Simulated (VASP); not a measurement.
TiSnTe3:

```
Ti Sn Te
1.0
     3.55364    2.05170    3.54881
    -3.55364    2.05170    3.54881
     0.00000   -4.10339    3.54881
Ti Sn Te
1 1 3
Direct
  0.50000 0.50000 0.50000
  0.00000 0.00000 0.00000
  0.50000 0.50000 0.00000
  0.00000 0.50000 0.50000
  0.50000 0.00000 0.50000
```

The cell was generated, and may not be a known phase.

| Property | Result |
| --- | --- |
| Program | VASP 6.6.1 |
| Task | relaxation of cell and atoms |
| Functional | PBE |
| Potentials or basis | VASP PAW PBE potentials, release 64 (Ti_sv, Sn_d, Te) |
| Cutoff | 500 eV |
| k mesh | 6 × 6 × 6 |
| Occupations | gaussian, width 0.1 eV |
| Spin | no spin polarisation |

At the start: pressure -0.1 GPa; volume 31.05 Å³/atom.

Where does the relaxation end?

Over 14 steps the energy falls by 26.1 meV/atom and the volume is 31.12 Å³/atom (+0.2 %); space group R-3m (No. 166, to 0.1 Å) before, Pm-3m (No. 221, to 0.1 Å).

The path:
```
step  energy change (eV)  largest force (eV/Å)  pressure (GPa)  volume (Å³)
   1              0.0000                0.0000           -0.07       155.25
   2             -0.0250                0.0000            0.05       154.91
   3             -0.0804                0.0000            0.54       153.66
   4             -0.0986                0.0000            1.89       150.03
   5             -0.1110                0.0000            1.42       151.30
   6             -0.1245                0.0000            0.34       154.45
   7             -0.1246                0.0000            0.25       154.72
   8             -0.1252                0.0000            0.23       154.81
   9             -0.1267                0.0000            0.15       155.08
  10             -0.1291                0.0000            0.01       155.58
  11             -0.1296                0.0000           -0.26       156.48
  12             -0.1302                0.0000           -0.13       156.06
  13             -0.1302                0.0000           -0.15       156.11
  14             -0.1305                0.0000            0.01       155.58
```

Final structure:
```xyz
5
Lattice="3.7943 2.1906 3.1195 -3.7943 2.1906 3.1195 0.0000 -4.3813 3.1195" Properties=species:S:1:pos:R:3 pbc="T T T"
Ti    0.0000    0.0000    4.6793
Sn    0.0000    0.0000    0.0000
Te    0.0000    2.1906    3.1195
Te   -1.8972   -1.0953    3.1195
Te    1.8972   -1.0953    3.1195
```
